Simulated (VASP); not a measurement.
# TiO2 (I4_1/amd) in VASP: a series of runs, part 2 of 2

VASP 6.6.1.

### Step 3. Single point, RPBE

This run uses another cell than the first one, of 11.13 Å³/atom.

File INCAR:

```
PREC = Accurate
ENCUT = 520
EDIFF = 1E-6
ISMEAR = -1
SIGMA = 0.05
LREAL = F
LASPH = T
NELM = 100
ALGO = Normal
ISIF = 2
LWAVE = F
LCHARG = T
GGA = RP
LELF = T
LVHAR = T
NBANDS = 33
```

File KPOINTS:

```
Automatic mesh
0
Gamma
  10 10 10
```

File POSCAR:

```
TiO2
1.0
   -1.8794009597      1.8794009597      4.7253708500
    1.8794009597     -1.8794009597      4.7253708500
    1.8794009597      1.8794009597     -4.7253708500
Ti O
2 4
Direct
    0.7500000000      0.2500000000      0.5000000000
    0.0000000000      0.0000000000      0.0000000000
    0.7919000000      0.7919000000      0.0000000000
    0.5419000000      0.0419000000      0.5000000000
    0.9581000000      0.4581000000      0.5000000000
    0.2081000000      0.2081000000      0.0000000000
```

Potentials or basis: VASP PAW PBE potentials, release 64 (Ti_sv, O).

On the command line:

```sh
> cat potpaw_PBE.64/Ti_sv/POTCAR potpaw_PBE.64/O/POTCAR > POTCAR
> mpirun -np 1 vasp_std > vasp.out
```

OUTCAR:

```text
PREC = Accurate
   ENCUT = 520
   EDIFF = 1E-6
   ISMEAR = -1
   LREAL = F
   LASPH = T
   NELM = 100
   ISIF = 2
   GGA = RP

 ion  position               nearest neighbor table
   1  0.750  0.250  0.500-   6 1.92   3 1.92   3 1.92   6 1.92   5 1.97   4 1.97
   2  0.000  0.000  0.000-   5 1.92   4 1.92   4 1.92   5 1.92   3 1.97   6 1.97
   3  0.792  0.792  0.000-   1 1.92   1 1.92   2 1.97
   4  0.542  0.042  0.500-   2 1.92   2 1.92   1 1.97
   5  0.958  0.458  0.500-   2 1.92   2 1.92   1 1.97
   6  0.208  0.208  0.000-   1 1.92   1 1.92   2 1.97

  LATTYP: Found a body centered tetragonal cell.
 ALAT       =     3.7588019194
 C/A-ratio  =     2.5142962845

  Lattice vectors:

 A1 = (  -1.8794009597,   1.8794009597,   4.7253708500)
 A2 = (   1.8794009597,  -1.8794009597,   4.7253708500)
 A3 = (   1.8794009597,   1.8794009597,  -4.7253708500)

Analysis of symmetry for initial positions (statically):
=====================================================================
 Subroutine PRICEL returns:
 Original cell was already a primitive cell.

 Routine SETGRP: Setting up the symmetry group for a
 body centered tetragonal supercell.

 Subroutine GETGRP returns: Found 16 space group operations
 (whereof  8 operations were pure point group operations)
 out of a pool of 16 trial point group operations.

The static configuration has the point symmetry D_2d.
 The point group associated with its full space group is D_4h.

Analysis of symmetry for dynamics (positions and initial velocities):
=====================================================================
 Subroutine PRICEL returns:
 Original cell was already a primitive cell.

 Routine SETGRP: Setting up the symmetry group for a
 body centered tetragonal supercell.

 Subroutine GETGRP returns: Found 16 space group operations
 (whereof  8 operations were pure point group operations)
 out of a pool of 16 trial point group operations.
[... 129 lines left out ...]
     AMIX     =   0.40;   BMIX     =  1.00
     AMIX_MAG =   1.60;   BMIX_MAG =  1.00
  volume/ion in A,a.u.               =      11.13        75.09
  Fermi-wavevector in a.u.,A,eV,Ry     =   1.466595  2.771463 29.264799  2.150902
  Thomas-Fermi vector in A             =   2.582314
   LORBIT       =      0    0 simple, 1 ext, 2 COOP (PROOUT), +10 PAW based schemes
   GGA     = RP    functional components
   LHFCALC =     F    Hartree Fock is set to
   AEXX    =    0.0000 exact exchange contribution
   IVDW    =     0    specifies the selected vdW correction
   LEPSILON=     F    determine dielectric tensor
   LRPA    =     F    only Hartree local field effects (RPA)
 non-spin polarized calculation
  energy-cutoff  :      520.00
  volume of cell :       66.76
 maximum number of plane-waves:      1814
   NGX = 21   NGY = 21   NGZ = 21

 number of electron      47.9999993 magnetization

 Free energy of the ion-electron system (eV)
  ---------------------------------------------------
  ext. energy  EPLUGINS =         0.00000000
  ---------------------------------------------------
  free energy    TOTEN  =       -51.25890316 eV

  energy without entropy =      -51.25890316  energy(sigma->0) =      -51.25890316

 E-fermi :   4.7848     XC(G=0): -10.5367

 val. band max:        3.7266412934   @ k =  -0.4000   0.4000   0.0000
 cond. band min:       5.9307860166   @ k =   0.0000   0.0000   0.0000
 fundamental gap:      2.2041447232
 Fermi energy:         4.7847853652

 k-point     1 :       0.0000    0.0000    0.0000
  band No.  band energies     occupation
      1     -52.7195      2.00000
      2     -52.6538      2.00000
      3     -29.1404      2.00000
      4     -28.8842      2.00000
      5     -28.8842      2.00000
      6     -28.8072      2.00000
[... 853 lines left out ...]
     32      10.4633      0.00000
     33      11.3246      0.00000

 [... further k-points ...]

------------------------ aborting loop because EDIFF is reached ----------------------------------------

  FORCE on cell =-STRESS in cart. coord.  units (eV):
  Direction    XX          YY          ZZ          XY          YZ          ZX
  --------------------------------------------------------------------------------------
  -------------------------------------------------------------------------------------
  Total        6.1706099      6.1706099      6.9142120      0.0000000     -0.0000000      0.0000000
  in kB      148.0825532    148.0825532    165.9275490      0.0000000     -0.0000000      0.0000000
  external PRESSURE =     154.0308852 kB  Pullay stress =       0.0000000 kB

 VOLUME and BASIS-vectors are now :
 -----------------------------------------------------------------------------
  energy-cutoff  :      520.00
  volume of cell :       66.76
      direct lattice vectors                 reciprocal lattice vectors
    -1.879400960  1.879400960  4.725370850     0.000000000  0.266042218  0.105811801
     1.879400960 -1.879400960  4.725370850     0.266042218  0.000000000  0.105811801
     1.879400960  1.879400960 -4.725370850     0.266042218  0.266042218  0.000000000

 POSITION                                       TOTAL-FORCE (eV/Angst)
 -----------------------------------------------------------------------------------
     -0.00000      1.87940      2.36269        -0.000000     -0.000000     -0.000000
      0.00000      0.00000      0.00000        -0.000000     -0.000000     -0.000000
      0.00000      0.00000      7.48404         0.000000      0.000000     -0.316993
     -0.00000      1.87940      0.39599         0.000000      0.000000     -0.316993
      0.00000      1.87940      4.32938         0.000000      0.000000      0.316993
      0.00000      0.00000      1.96670        -0.000000     -0.000000      0.316993
 -----------------------------------------------------------------------------------
    total drift:                                0.000000      0.000000     -0.000000

  FREE ENERGIE OF THE ION-ELECTRON SYSTEM (eV)
  ---------------------------------------------------
  free  energy   TOTEN  =       -51.2589031600 eV

  energy  without entropy=      -51.2589031600  energy(sigma->0) =      -51.25890316
```

OSZICAR:

```text
N       E                     dE             d eps       ncg     rms          rms(c)
DAV:   1     0.667346691277E+03    0.66735E+03   -0.24322E+04  6740   0.171E+03
DAV:   2     0.337330913648E+02   -0.63361E+03   -0.58799E+03  7312   0.512E+02
DAV:   3    -0.630405188651E+02   -0.96774E+02   -0.94858E+02  9146   0.191E+02
DAV:   4    -0.679874857371E+02   -0.49470E+01   -0.49369E+01 10155   0.419E+01
DAV:   5    -0.681723796750E+02   -0.18489E+00   -0.18487E+00  8559   0.641E+00    0.329E+01
DAV:   6    -0.511184185188E+02    0.17054E+02   -0.75283E+01  9437   0.895E+01    0.104E+01
DAV:   7    -0.513611119920E+02   -0.24269E+00   -0.13678E+01  8921   0.310E+01    0.960E+00
DAV:   8    -0.512396777434E+02    0.12143E+00   -0.51341E-01  8941   0.657E+00    0.630E+00
DAV:   9    -0.512977685151E+02   -0.58091E-01   -0.67743E-01  9250   0.898E+00    0.208E+00
DAV:  10    -0.512656508136E+02    0.32118E-01   -0.23582E-01  9322   0.525E+00    0.804E-01
DAV:  11    -0.512590864984E+02    0.65643E-02   -0.31548E-02  9415   0.118E+00    0.315E-01
DAV:  12    -0.512590369964E+02    0.49502E-04   -0.26855E-03  8553   0.630E-01    0.125E-01
DAV:  13    -0.512589348012E+02    0.10220E-03   -0.11497E-03  9235   0.399E-01    0.502E-02
DAV:  14    -0.512589011954E+02    0.33606E-04   -0.13290E-04  8896   0.949E-02    0.116E-02
DAV:  15    -0.512589027391E+02   -0.15437E-05   -0.19821E-05  8638   0.327E-02    0.637E-03
DAV:  16    -0.512589031600E+02   -0.42088E-06   -0.26235E-06  6654   0.145E-02
   1 F= -.51258903E+02 E0= -.51258903E+02  d E =-.487685E-10
```

Wall time 2.9 min (1 thread of AMD EPYC 9R45 (Zen 5), shared host); peak memory 0.32 GiB.

Results:

```yaml
Free_energy: -51.2589 eV
Pressure: 15.4 GPa
Largest_force: 0.317 eV/Å
Band_gap_on_the_k_mesh: 2.20 eV (least direct gap 2.53 eV)
```

Forces on the atoms (eV/Å):
```
Ti   0.000  0.000  0.000
Ti   0.000  0.000  0.000
O    0.000  0.000 -0.317
O    0.000  0.000 -0.317
O    0.000  0.000  0.317
O    0.000  0.000  0.317
```

Caveat: the cell stands under pressure; the PAW data sets were made with another functional, which shifts forces and pressure a little. A k mesh can miss the band edges.

### Step 4. Single point, PBE exchange alone

This run uses another cell than the first one, of 11.13 Å³/atom.

File INCAR:

```
PREC     = Accurate       # precision mode
ENCUT    = 520            # plane-wave cutoff, eV
EDIFF    = 1E-6           # SCF threshold, eV
ISMEAR   = -1             # smearing method
SIGMA    = 0.05           # smearing width, eV
LREAL    = F              # projectors in reciprocal space
LASPH    = T              # aspherical terms in the spheres
NELM     = 60             # most SCF steps
ALGO     = Normal         # electronic algorithm
ISIF     = 2              # what is computed and relaxed
LWAVE    = F              # write WAVECAR
LCHARG   = F              # write CHGCAR
GGA      = PE             # functional
ALDAC    = 0.0          
AGGAC    = 0.0          
NBANDS   = 33             # bands
```

File KPOINTS:

```
regular mesh
0
Gamma
  10 10 10
```

POSCAR is that of step 3.

On the command line:

```sh
> cat potpaw_PBE.64/Ti_sv/POTCAR potpaw_PBE.64/O/POTCAR > POTCAR
> mpirun -np 1 vasp_std > vasp.out
```

It took 2.7 min on 1 thread of AMD EPYC 9R45 (Zen 5), shared host; peak memory 0.32 GiB.

Results (log left out):

| Quantity | Value |
| --- | --- |
| Free energy | -46.6836 eV |
| Pressure | 28.8 GPa |
| Largest force | 0.603 eV/Å |
| Band gap on the k mesh | 2.21 eV (least direct gap 2.53 eV) |

Forces in eV/Å, atoms in the order of the input:
```
Ti   0.000  0.000  0.000
Ti   0.000  0.000  0.000
O    0.000  0.000 -0.603
O    0.000  0.000 -0.603
O    0.000  0.000  0.603
O    0.000  0.000  0.603
```

Stress tensor (GPa, compression positive):
```
27.86  0.00  0.00
 0.00 27.86  0.00
 0.00  0.00 30.74
```

Levels at points of the mesh, in eV from the valence-band top:
```tsv
k point	band 22	band 23	band 24	band 25	band 26	band 27
(0.00, 0.00, 0.00)	-0.71	-0.48	-0.48	2.21	2.96	4.12
(0.50, 0.00, 0.00)	-0.98	-0.78	-0.62	3.35	3.67	3.68
(0.50, 0.50, 0.00)	-2.07	-0.02	-0.02	3.46	3.46	3.95
(0.50, 0.50, 0.50)	-1.24	-0.10	-0.10	2.57	2.57	3.89
```

Caveat: the cell stands under pressure. A k mesh can miss the band edges.

### Step 5. Single point, PBE

File INCAR:

```
PREC = Accurate
ENCUT = 520
EDIFF = 1E-6
ISMEAR = -1
SIGMA = 0.05
LREAL = F
LASPH = T
NELM = 80
ALGO = Normal
ISIF = 2
LWAVE = F
LCHARG = T
GGA = PE
LELF = T
LVHAR = T
NBANDS = 33
```

File KPOINTS:

```
Automatic mesh
0
Gamma
  8 8 8
```

File POSCAR:

```
TiO2
1.0
   -1.8921000000      1.8921000000      4.5670080000
    1.8921000000     -1.8921000000      4.5670080000
    1.8921000000      1.8921000000     -4.5670080000
Ti O
2 4
Direct
    0.7500000000      0.2500000000      0.5000000000
    0.0000000000      0.0000000000      0.0000000000
    0.7856492301      0.7856492301      0.0000000000
    0.5356492301      0.0356492301      0.5000000000
    0.9643507699      0.4643507699      0.5000000000
    0.2143507699      0.2143507699      0.0000000000
```

On the command line:

```sh
> cat potpaw_PBE.64/Ti_sv/POTCAR potpaw_PBE.64/O/POTCAR > POTCAR
> mpirun -np 1 vasp_std > vasp.out
```

Wall time 2.3 min (1 thread of AMD EPYC 9R45 (Zen 5), shared host); peak memory 0.26 GiB.

It converged, with:

```
Free energy            : -53.6642 eV
Pressure               : 12.6 GPa
Largest force          : 0.029 eV/Å
Band gap on the k mesh : 1.97 eV (least direct gap 2.44 eV)
```

Forces on the atoms (eV/Å):
```
Ti   0.000  0.000  0.000
Ti   0.000  0.000  0.000
O    0.000  0.000 -0.029
O    0.000  0.000 -0.029
O    0.000  0.000  0.029
O    0.000  0.000  0.029
```

Stress tensor (GPa, compression positive):
```
11.94  0.00  0.00
 0.00 11.94  0.00
 0.00  0.00 13.89
```

Levels at points of the mesh, in eV from the valence-band top:
| k point | band 20 | band 21 | band 22 | band 23 | band 24 | band 25 | band 26 | band 27 | band 28 | band 29 |
| --- | --- | --- | --- | --- | --- | --- | --- | --- | --- | --- |
| (0.00, 0.00, 0.00) | -0.74 | -0.72 | -0.72 | -0.62 | -0.62 | 1.97 | 2.87 | 3.72 | 3.72 | 3.87 |
| (0.50, 0.00, 0.00) | -2.13 | -2.11 | -1.10 | -0.94 | -0.66 | 3.22 | 3.36 | 3.64 | 3.83 | 4.30 |
| (0.50, 0.50, 0.00) | -2.82 | -2.29 | -2.29 | 0.00 | 0.00 | 3.52 | 3.52 | 3.97 | 3.97 | 4.94 |
| (0.50, 0.50, 0.50) | -1.40 | -1.38 | -1.38 | -0.26 | -0.26 | 2.40 | 2.40 | 3.78 | 3.78 | 3.86 |

Caveat: the cell stands under pressure. PBE gaps usually lie below the measured ones, often by a third to a half.

### Step 6. Summary

```csv
level,potentials or basis,cell,k mesh,gap on the mesh (eV),pressure (GPa),largest force (eV/Å)
LDA,"VASP PAW LDA potentials, release 64 (Ti_sv, O)","a = 5.384 Å, angles 139.4, 139.4, 58.7°, 6 atoms, atomic positions A",10 × 10 × 10,2.09,3.9,0.17
RPBE,"VASP PAW PBE potentials, release 64 (Ti_sv, O)","a = 5.422 Å, angles 139.4, 139.4, 58.7°, 6 atoms, atomic positions A",10 × 10 × 10,2.20,15.4,0.32
PBE exchange alone,"VASP PAW PBE potentials, release 64 (Ti_sv, O)","a = 5.422 Å, angles 139.4, 139.4, 58.7°, 6 atoms, atomic positions A",10 × 10 × 10,2.21,28.8,0.60
PBE,"VASP PAW PBE potentials, release 64 (Ti_sv, O)","a = 5.293 Å, angles 138.1, 138.1, 60.7°, 6 atoms, atomic positions B",8 × 8 × 8,1.97,12.6,0.03
```

Alike in all rows: task single point; no spin polarisation; cutoff (eV) 520; smearing fermi-dirac 0.05 eV.

Caveats: the cell stands under pressure; the PAW data sets were made with another functional, which shifts forces and pressure a little (at least some runs).

Total energies depend on the potentials used, so only differences within one code and one set of settings carry meaning.
